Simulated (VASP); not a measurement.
Here is a VASP 6.6.1 calculation.

INCAR

```
PREC = Accurate
ENCUT = 520
EDIFF = 1E-6
ISMEAR = -1
SIGMA = 0.1
LREAL = False
LASPH = True
NELM = 80
ALGO = Normal
ISIF = 2
LWAVE = False
LCHARG = False
GGA = PE
NBANDS = 19
```

KPOINTS

```
Automatic mesh
0
Gamma
  2 2 1
```

Contents of POSCAR:

```
Zr
1.0
    3.2318821451      0.0000000000      0.0000000000
   -1.6159410725      2.7988920397      0.0000000000
    0.0000000000      0.0000000000      5.1741041053
Zr
2
Direct
    0.3333333333      0.6666666667      0.2500000000
    0.6666666667      0.3333333333      0.7500000000
```

Potentials or basis: VASP PAW PBE potentials, release 64 (Zr_sv).

Run with:

```console
$ cat potpaw_PBE.64/Zr_sv/POTCAR > POTCAR
$ mpirun -np 1 vasp_std > vasp.out
```

Task: What does it give for the pressure?

Result: -2.8 GPa.

Task: What does it give for the band gap on the k mesh?

Result: Zero (band 12 reaches 9.75 eV, above the bottom of band 13 at 9.51 eV).

Stress tensor (GPa, compression positive):
```
  7.11   0.00   0.00
  0.00   7.11   0.00
  0.00   0.00 -22.52
```

Caveat: the k points lie up to 1.21 Å⁻¹ apart.
